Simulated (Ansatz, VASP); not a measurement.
## TiO2: VASP beside Ansatz

```
CELL_PARAMETERS angstrom
5.37257 0.00000 0.00000
0.00000 5.37256 0.00000
-2.78133 0.00000 4.84957
ATOMIC_POSITIONS crystal
Ti 0.50000 0.37909 0.25000
Ti 0.50000 0.62091 0.75000
Ti 0.00000 0.87909 0.25000
Ti 0.00000 0.12091 0.75000
O 0.20494 0.87122 0.66277
O 0.79506 0.12878 0.33723
O 0.79506 0.87122 0.83723
O 0.20494 0.12878 0.16277
O 0.70494 0.37122 0.66277
O 0.29506 0.62878 0.33723
O 0.29506 0.37122 0.83723
O 0.70494 0.62878 0.16277
```

Change from the starting cell: shear of c along a, cell held, atoms relaxed: -2.0 %.

Alike in both runs: functional PBE; k mesh 6 × 6 × 6; occupations gaussian, width 0.02 eV; no spin polarisation.

Ansatz relaxed the structure, and its values are those at the end. VASP's run is a single point on that final structure, the one shown.

|  | VASP | Ansatz |
| --- | --- | --- |
| version | VASP 6.6.1 | Ansatz 0.2.0 |
| potentials or method | VASP PAW PBE potentials, release 64 (Ti_sv, O), cutoff 520 eV | scalar-relativistic, plane waves, PAW |
| valence electrons in the cell | 96 | 96 |

Ansatz gave:

```
gap on the k mesh at the Fermi level (eV) : 2.13
least direct gap on the mesh (eV)         : 2.18
pressure (GPa)                            : 0.0
rms of the force components (eV/Å)        : 0.000
```

**Question.** Estimate VASP's values.

**Answer.** gap on the k mesh at the Fermi level (eV): 2.11; least direct gap on the mesh (eV): 2.15; pressure (GPa): 0.6; rms of the force components (eV/Å): 0.008.

The functional is the same, so the differences come from potentials, cutoffs and numerics. Ansatz's warnings: stress scf threshold loose.
